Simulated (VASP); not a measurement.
A run of VASP 6.6.1 is set up as follows.

The input INCAR:

```
ALGO = Normal ; EDIFF = 1E-6
ENCUT = 520 ; GGA = PE
ISIF = 2 ; ISMEAR = 0
LASPH = T ; LCHARG = T
LELF = T ; LREAL = F
LVHAR = T ; LWAVE = F
NBANDS = 30 ; NELM = 60
PREC = Accurate ; SIGMA = 0.1
```

The input KPOINTS:

```
k-points
0
Gamma
  6 6 6
```

POSCAR

```
AlW3
1.0
    0.0000000000      3.1603537879      3.1603537879
    3.1603537879      0.0000000000      3.1603537879
    3.1603537879      3.1603537879      0.0000000000
Al W
1 3
Direct
    0.0000000000      0.0000000000      0.0000000000
    0.2500000000      0.2500000000      0.2500000000
    0.7500000000      0.7500000000      0.7500000000
    0.5000000000      0.5000000000      0.5000000000
```

Potentials or basis: VASP PAW PBE potentials, release 64 (Al, W_sv).

Launch:

```console
$ cat potpaw_PBE.64/Al/POTCAR potpaw_PBE.64/W_sv/POTCAR > POTCAR
$ mpirun -np 1 vasp_std > vasp.out
```

(1) Estimate the pressure.

(2) Predict the band gap on the k mesh.

Results:

(1) 0.2 GPa.

(2) zero (an odd number of electrons rules out a gap without spin polarisation).

Caveat: spin-orbit coupling is left out, which moves the levels of the heavy elements.
